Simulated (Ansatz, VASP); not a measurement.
## KI: VASP beside Ansatz

File INCAR:

```
PREC = Accurate
ENCUT = 520
EDIFF = 1E-7
ISMEAR = -1
SIGMA = 0.01
LREAL = False
LASPH = True
NELM = 60
ALGO = Normal
ISIF = 2
LWAVE = False
LCHARG = False
GGA = PE
NBANDS = 15
```

Contents of KPOINTS:

```
Automatic mesh
0
Gamma
  8 8 8
```

The input POSCAR:

```
KI
1.0
    0.0000000000      3.4532122741      3.4532122741
    3.4532122741      0.0000000000      3.4532122741
    3.4532122741      3.4532122741      0.0000000000
K I
1 1
Direct
    0.0000000000      0.0000000000      0.0000000000
    0.5000000000      0.5000000000      0.5000000000
```

Input for Ansatz:

```yaml
crystal:
  lattice:
    - [0.0, 3.4532122741, 3.4532122741]
    - [3.4532122741, 0.0, 3.4532122741]
    - [3.4532122741, 3.4532122741, 0.0]
  atoms:
    - { symbol: K, position: [0.0, 0.0, 0.0] }
    - { symbol: I, position: [0.5, 0.5, 0.5] }
kpoints:
  mp_grid: { grid: [8, 8, 8] }
scf:
  occupations: { method: fermi_dirac, width: 0.01 }
hamiltonian:
  xc: pbe
  pseudopotentials: { kind: all_electron, lapw: { basis_error: 0.001 } }
output:
  forces: true
  stress: true
  eigenvalues: true
```

Change from the starting cell: volume scaled by 0.9405.

Alike in both runs: task single point; functional PBE; k mesh 8 × 8 × 8; occupations fermi-dirac, width 0.01 eV; no spin polarisation.

```csv
,VASP,Ansatz
version,VASP 6.6.1,Ansatz 0.2.0
potentials or method,"VASP PAW PBE potentials, release 64 (K_sv, I), cutoff 520 eV","all-electron LAPW, scalar-relativistic"
```

```csv
,VASP,Ansatz,Ansatz less VASP
gap on the k mesh at the Fermi level (eV),4.13,4.13,+0.004
pressure (GPa),1.7,1.7,-0.04
```

Ansatz ran all-electron here, and VASP with PAW potentials.

Spin-orbit coupling is off throughout.
